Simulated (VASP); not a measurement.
# InSb (I-4m2) in VASP: a series of runs

Runs on InSb. Level: PBEsol. Tasks: single point.

All numbers are computed with VASP 6.6.1; they aren't measurements. Logs are shortened: lines on timing, memory, paths and dates and some standing lists are left out, and cuts for length are marked.

**1. The cell of the first run**

It takes space group I-4m2 (No. 119, tetragonal). The conventional cell has a = 4.581 Å, b = 4.581 Å, c = 6.673 Å, α = 90.00°, β = 90.00°, γ = 90.00°. In (site symmetry -4m2) has 4 Sb at 2.83 Å within 3.7 Å. Sb (site symmetry -4m2) has 4 In at 2.83 Å within 3.7 Å.

**2. Single point, PBEsol (strain +0.0300 x Voigt [0, 0, 1, 0, 0, 0])**

INCAR

```
  PREC = Accurate
  ENCUT = 520
  EDIFF = 1E-6
  ISMEAR = 0
  SIGMA = 0.15
  LREAL = False
  LASPH = True
  NELM = 100
  ALGO = Normal
  ISIF = 2
  LWAVE = False
  LCHARG = False
  GGA = PS
  NBANDS = 16
```

KPOINTS

```
Automatic mesh
0
Gamma
  12 12 12
```

POSCAR

```
InSb
1.0
    0.0000000000      3.2391000000      3.3362730000
    3.2391000000      0.0000000000      3.3362730000
    3.2391000000      3.2391000000      0.0000000000
In Sb
1 1
Direct
    0.0000000000      0.0000000000      0.0000000000
    0.7500000000      0.7500000000      0.7500000000
```

Potentials or basis: VASP PAW PBE potentials, release 64 (In_d, Sb).

On the command line:

```console
> cat potpaw_PBE.64/In_d/POTCAR potpaw_PBE.64/Sb/POTCAR > POTCAR
> mpirun -np 1 vasp_std > vasp.out
```

OUTCAR:

```text
PREC = Accurate
   ENCUT = 520
   EDIFF = 1E-6
   ISMEAR = 0
   LREAL = False
   LASPH = True
   NELM = 100
   ISIF = 2
   GGA = PS

 ion  position               nearest neighbor table
   1  0.000  0.000  0.000-   2 2.83   2 2.83   2 2.83   2 2.83
   2  0.750  0.750  0.750-   1 2.83   1 2.83   1 2.83   1 2.83

  LATTYP: Found a body centered tetragonal cell.
 ALAT       =     4.5807791499
 C/A-ratio  =     1.4566399692

  Lattice vectors:

 A1 = (  -3.2391000000,   0.0000000000,   3.3362730000)
 A2 = (   3.2391000000,   0.0000000000,   3.3362730000)
 A3 = (   0.0000000000,   3.2391000000,  -3.3362730000)

Analysis of symmetry for initial positions (statically):
=====================================================================
 Subroutine PRICEL returns:
 Original cell was already a primitive cell.

 Routine SETGRP: Setting up the symmetry group for a
 body centered tetragonal supercell.

 Subroutine GETGRP returns: Found  8 space group operations
 (whereof  8 operations were pure point group operations)
 out of a pool of 16 trial point group operations.

The static configuration has the point symmetry D_2d.

Analysis of symmetry for dynamics (positions and initial velocities):
=====================================================================
 Subroutine PRICEL returns:
 Original cell was already a primitive cell.

 Routine SETGRP: Setting up the symmetry group for a
 body centered tetragonal supercell.

 Subroutine GETGRP returns: Found  8 space group operations
 (whereof  8 operations were pure point group operations)
 out of a pool of 16 trial point group operations.

The dynamic configuration has the point symmetry D_2d.

 Subroutine INISYM returns: Found  8 space group operations
 (whereof  8 operations are pure point group operations),
 and found     1 'primitive' translations

----------------------------------------------------------------------------------------

                                     Primitive cell

  volume of cell :      70.0068

  direct lattice vectors                    reciprocal lattice vectors
     0.000000000  3.239100000  3.336273000    -0.154363867  0.154363867  0.149867832
     3.239100000  0.000000000  3.336273000     0.154363867 -0.154363867  0.149867832
     3.239100000  3.239100000  0.000000000     0.154363867  0.154363867 -0.149867832

  length of vectors
     4.649998531  4.649998531  4.580779150     0.264795720  0.264795720  0.264795720

  position of ions in fractional coordinates (direct lattice)
     0.000000000  0.000000000  0.000000000
     0.750000000  0.750000000  0.750000000

  ion indices of the primitive-cell ions
   primitive index   ion index
                 1           1
                 2           2

----------------------------------------------------------------------------------------

 KPOINTS: Automatic mesh

Automatic generation of k-mesh.
 Grid dimensions read from file:
 generate k-points for:   12   12   12

 Generating k-lattice:

  Cartesian coordinates                     Fractional coordinates (reciprocal lattice)
    -0.012863656  0.012863656  0.012488986     0.083333333  0.000000000  0.000000000
     0.012863656 -0.012863656  0.012488986     0.000000000  0.083333333  0.000000000
     0.012863656  0.012863656 -0.012488986    -0.000000000 -0.000000000  0.083333333

  Length of vectors
     0.022066310  0.022066310  0.022066310

  Shift w.r.t. Gamma in fractional coordinates (k-lattice)
     0.000000000  0.000000000  0.000000000

 Subroutine IBZKPT returns following result:
 ===========================================

 Found    163 irreducible k-points:

 Following reciprocal coordinates:
            Coordinates               Weight
  0.000000  0.000000  0.000000      1.000000
  0.083333 -0.000000  0.000000      8.000000
  0.166667 -0.000000  0.000000      8.000000
  0.250000  0.000000  0.000000      8.000000
  0.333333 -0.000000  0.000000      8.000000
  0.416667  0.000000  0.000000      8.000000
[... 16 lines left out ...]
  0.500000  0.166667  0.000000      8.000000
 -0.416667  0.166667  0.000000      8.000000
 [... further k-points ...]
   k-points           NKPTS =    163   k-points in BZ     NKDIM =    163   number of bands    NBANDS=     16
   number of dos      NEDOS =    301   number of ions     NIONS =      2
   total plane-waves  NPLWV =  46656
   dimension x,y,z NGX =    36 NGY =   36 NGZ =   36
   dimension x,y,z NGXF=    72 NGYF=   72 NGZF=   72
   ions per type =               1   1
   NGX,Y,Z   is equivalent  to a cutoff of  12.87, 12.87, 13.07 a.u.
   NGXF,Y,Z  is equivalent  to a cutoff of  25.74, 25.74, 26.13 a.u.
 SYSTEM =  unknown system
   PREC   = accura    normal or accurate (medium, high low for compatibility)
   ISTART =      0    job   : 0-new  1-cont  2-samecut
   ICHARG =      2    charge: 1-file 2-atom 10-const
   ISPIN  =      1    spin polarized calculation?
   LNONCOLLINEAR =      F non collinear calculations
   LSORBIT =      F    spin-orbit coupling
   LASPH  =      T    aspherical Exc in radial PAW
   ENCUT  =  520.0 eV  38.22 Ry    6.18 a.u.   8.65  8.65  8.52*2*pi/ulx,y,z
   NELM   =    100;   NELMIN=  2; NELMDL= -5     # of ELM steps
   EDIFF  = 0.1E-05   stopping-criterion for ELM
   LREAL  =      F    real-space projection
   EDIFFG = 0.1E-04   stopping-criterion for IOM
   NSW    =      0    number of steps for IOM
   IBRION =     -1    ionic relax: 0-MD 1-quasi-New 2-CG
   NFREE  =      0    steps in history (QN), initial steepest desc. (CG)
   ISIF   =      2    stress and relaxation
   ISYM   =      2    0-nonsym 1-usesym 2-fastsym
   POTIM  = 0.5000    time-step for ionic-motion
   TEBEG  =    0.0;   TEEND  =   0.0 temperature during run
   PSTRESS=    0.0 pullay stress
   NELECT =      18.0000    total number of electrons
   NUPDOWN=      -1.0000    fix difference up-down
   EMIN   =  10.00;   EMAX   =-10.00  energy-range for DOS
   EFERMI =   0.00;   METHOD = LEGACY
   ISMEAR =     0;   SIGMA  =   0.15  broadening in eV -4-tet -1-fermi 0-gaus
   EFERMI_NEDOS =   21; number of points for ismear=-14 and -15
   IALGO  =     38    algorithm
   IMIX   =      4    mixing-type and parameters
     AMIX     =   0.40;   BMIX     =  1.00
     AMIX_MAG =   1.60;   BMIX_MAG =  1.00
  volume/ion in A,a.u.               =      35.00       236.21
  Fermi-wavevector in a.u.,A,eV,Ry     =   1.041004  1.967212 14.744477  1.083689
  Thomas-Fermi vector in A             =   2.175605
   LORBIT       =      0    0 simple, 1 ext, 2 COOP (PROOUT), +10 PAW based schemes
   GGA     = PS    functional components
   LHFCALC =     F    Hartree Fock is set to
   AEXX    =    0.0000 exact exchange contribution
   IVDW    =     0    specifies the selected vdW correction
   LEPSILON=     F    determine dielectric tensor
   LRPA    =     F    only Hartree local field effects (RPA)
 non-spin polarized calculation
 Gauss-broadening in eV      SIGMA  =   0.15
  energy-cutoff  :      520.00
  volume of cell :       70.01
 maximum number of plane-waves:      1911
   NGX = 17   NGY = 17   NGZ = 17

 number of electron      17.9999999 magnetization

 Free energy of the ion-electron system (eV)
  ---------------------------------------------------
  ext. energy  EPLUGINS =         0.00000000
  ---------------------------------------------------
  free energy    TOTEN  =        -7.69633478 eV

  energy without entropy =       -7.69608431  energy(sigma->0) =       -7.69620954

 E-fermi :   4.7957     XC(G=0):  -8.7463

 val. band max:        4.7079785107   @ k =   0.0000   0.0000   0.0000
 cond. band min:       5.0712491774   @ k =   0.5000   0.0000   0.0000
 fundamental gap:      0.3632706667
 Fermi energy:         4.7957076017

 k-point     1 :       0.0000    0.0000    0.0000
  band No.  band energies     occupation
      1      -9.8252      2.00000
      2      -9.8192      2.00000
      3      -9.8192      2.00000
      4      -9.7447      2.00000
      5      -9.7410      2.00000
      6      -5.9067      2.00000
[... 8 lines left out ...]
     15      12.6421      0.00000
     16      13.0495      0.00000

 k-point     2 :       0.0833   -0.0000    0.0000
  band No.  band energies     occupation
      1      -9.8259      2.00000
      2      -9.8201      2.00000
      3      -9.8179      2.00000
      4      -9.7449      2.00000
      5      -9.7410      2.00000
      6      -5.8457      2.00000
[... 8 lines left out ...]
     15      12.1482      0.00000
     16      12.5190      0.00000

 k-point     3 :       0.1667   -0.0000    0.0000
  band No.  band energies     occupation
      1      -9.8326      2.00000
      2      -9.8179      2.00000
      3      -9.8144      2.00000
      4      -9.7453      2.00000
      5      -9.7409      2.00000
      6      -5.6676      2.00000
[... 8 lines left out ...]
     15      11.8047      0.00000
     16      12.0389      0.00000

 k-point     4 :       0.2500    0.0000    0.0000
  band No.  band energies     occupation
      1      -9.8433      2.00000
      2      -9.8135      2.00000
      3      -9.8099      2.00000
      4      -9.7455      2.00000
      5      -9.7404      2.00000
      6      -5.3895      2.00000
[... 8 lines left out ...]
     15      11.8686      0.00000
     16      11.9433      0.00000
[... 324 lines left out ...]
 k-point    22 :       0.4167    0.1667    0.0000
  band No.  band energies     occupation
      1      -9.8667      2.00000
      2      -9.8019      2.00000
      3      -9.7974      2.00000
      4      -9.7445      2.00000
      5      -9.7422      2.00000
      6      -4.7717      2.00000
[... 8 lines left out ...]
     15      13.0151      0.00000
     16      13.7491      0.00000

 k-point    23 :       0.5000    0.1667    0.0000
  band No.  band energies     occupation
      1      -9.8701      2.00000
      2      -9.8014      2.00000
      3      -9.7963      2.00000
      4      -9.7432      2.00000
      5      -9.7427      2.00000
      6      -4.5106      2.00000
[... 8 lines left out ...]
     15      13.3940      0.00000
     16      13.7783      0.00000

 k-point    24 :      -0.4167    0.1667    0.0000
  band No.  band energies     occupation
      1      -9.8697      2.00000
      2      -9.8018      2.00000
      3      -9.7971      2.00000
      4      -9.7449      2.00000
      5      -9.7408      2.00000
      6      -4.4607      2.00000
[... 8 lines left out ...]
     15      12.8016      0.00000
     16      13.0139      0.00000

 [... further k-points ...]

------------------------ aborting loop because EDIFF is reached ----------------------------------------

  FORCE on cell =-STRESS in cart. coord.  units (eV):
  Direction    XX          YY          ZZ          XY          YZ          ZX
  --------------------------------------------------------------------------------------
  -------------------------------------------------------------------------------------
  Total       -0.0670912     -0.0670912     -0.4467964      0.0000000      0.0000000     -0.0000000
  in kB       -1.5354497     -1.5354497    -10.2253910      0.0000000      0.0000000     -0.0000000
  external PRESSURE =      -4.4320968 kB  Pullay stress =       0.0000000 kB

 VOLUME and BASIS-vectors are now :
 -----------------------------------------------------------------------------
  energy-cutoff  :      520.00
  volume of cell :       70.01
      direct lattice vectors                 reciprocal lattice vectors
     0.000000000  3.239100000  3.336273000    -0.154363867  0.154363867  0.149867832
     3.239100000  0.000000000  3.336273000     0.154363867 -0.154363867  0.149867832
     3.239100000  3.239100000  0.000000000     0.154363867  0.154363867 -0.149867832

 POSITION                                       TOTAL-FORCE (eV/Angst)
 -----------------------------------------------------------------------------------
      0.00000      0.00000      0.00000         0.000000      0.000000      0.000000
      4.85865      4.85865      5.00441        -0.000000     -0.000000     -0.000000
 -----------------------------------------------------------------------------------
    total drift:                                0.000000      0.000000      0.000000

  FREE ENERGIE OF THE ION-ELECTRON SYSTEM (eV)
  ---------------------------------------------------
  free  energy   TOTEN  =        -7.6963347793 eV

  energy  without entropy=       -7.6960843095  energy(sigma->0) =       -7.69620954
```

It took 4.1 min on 1 thread of Intel Xeon 8259CL, shared host; peak memory 0.34 GiB.

Results:

```yaml
Free_energy: -7.6963 eV
Pressure: -0.4 GPa
Band_gap_on_the_k_mesh: zero (filled and empty bands touch)
```

Stress tensor (GPa, compression positive):
```
-0.15  0.00  0.00
 0.00 -0.15  0.00
 0.00  0.00 -1.02
```

Levels at points of the mesh, in eV from the Fermi level:
```
           k point  band 6  band 7  band 8  band 9  band 10  band 11  band 12  band 13
(0.00, 0.00, 0.00)  -10.70   -0.57   -0.24   -0.09    -0.09     2.78     2.78     2.85
(0.50, 0.00, 0.00)   -9.40   -5.66   -1.20   -1.01     0.28     3.57     3.71     5.84
(0.50, 0.50, 0.00)   -8.88   -6.05   -2.22   -2.22     1.27     1.29     7.79     7.79
(0.50, 0.00, 0.50)   -8.80   -5.92   -2.38   -2.36     1.07     1.12     7.73     7.84
```

Caveat: the cell differs from its parent crystal (strain +0.0300 x Voigt [0, 0, 1, 0, 0, 0]); semilocal functionals underestimate gaps, and a narrow one can read as zero; the PAW data sets were made with another functional, which shifts forces and pressure a little; spin-orbit coupling is left out, which moves the levels of the heavy elements.

**3. Single point, PBEsol (strain +0.0350 x Voigt [0, 0, 1, 0, 0, 0])**

INCAR

```
SYSTEM = InSb
PREC     = Accurate       ! precision mode
ENCUT    = 520            ! plane-wave cutoff, eV
EDIFF    = 1E-6           ! SCF threshold, eV
ISMEAR   = 0              ! smearing method
SIGMA    = 0.15           ! smearing width, eV
LREAL    = .False.        ! projectors in reciprocal space
LASPH    = .True.         ! aspherical terms in the spheres
NELM     = 100            ! most SCF steps
ALGO     = Normal         ! electronic algorithm
ISIF     = 2              ! what is computed and relaxed
LWAVE    = .False.        ! write WAVECAR
LCHARG   = .False.        ! write CHGCAR
GGA      = PS             ! functional
NBANDS   = 16             ! bands
```

KPOINTS

```
Automatic mesh
0
Gamma
  12 12 12
  0 0 0
```

POSCAR

```
InSb
1.0
    0.0000000000      3.2391000000      3.3524685000
    3.2391000000      0.0000000000      3.3524685000
    3.2391000000      3.2391000000      0.0000000000
In Sb
1 1
Direct
    0.0000000000      0.0000000000      0.0000000000
    0.7500000000      0.7500000000      0.7500000000
```

Potentials or basis: VASP PAW PBE potentials, release 64 (In_d, Sb).

On the command line:

```console
> cat potpaw_PBE.64/In_d/POTCAR potpaw_PBE.64/Sb/POTCAR > POTCAR
> mpirun -np 1 vasp_std > vasp.out
```

Wall time 4 min (1 thread of Intel Xeon 8259CL, shared host); peak memory 0.34 GiB.

The run converged. Its results:

```
Free energy            : -7.6939 eV
Pressure               : -0.6 GPa
Band gap on the k mesh : zero (filled and empty bands touch)
```

Stress tensor (GPa, compression positive):
```
-0.30  0.00  0.00
 0.00 -0.30  0.00
 0.00  0.00 -1.32
```

Levels at points of the mesh, in eV from the Fermi level:
| k point | band 7 | band 8 | band 9 | band 10 | band 11 | band 12 |
| --- | --- | --- | --- | --- | --- | --- |
| (0.00, 0.00, 0.00) | -0.60 | -0.26 | -0.09 | -0.09 | 2.77 | 2.77 |
| (0.50, 0.00, 0.00) | -5.64 | -1.21 | -0.99 | 0.26 | 3.56 | 3.71 |
| (0.50, 0.50, 0.00) | -6.05 | -2.19 | -2.19 | 1.28 | 1.30 | 7.75 |
| (0.50, 0.00, 0.50) | -5.90 | -2.38 | -2.36 | 1.06 | 1.12 | 7.67 |

Caveat: the cell differs from its parent crystal (strain +0.0350 x Voigt [0, 0, 1, 0, 0, 0]); semilocal functionals underestimate gaps, and a narrow one can read as zero; the PAW data sets were made with another functional, which shifts forces and pressure a little; spin-orbit coupling is left out, which moves the levels of the heavy elements.

(Part 1 of 2 ends here.)

The gap in the log of VASP goes by the Fermi energy; the results here count the filled bands.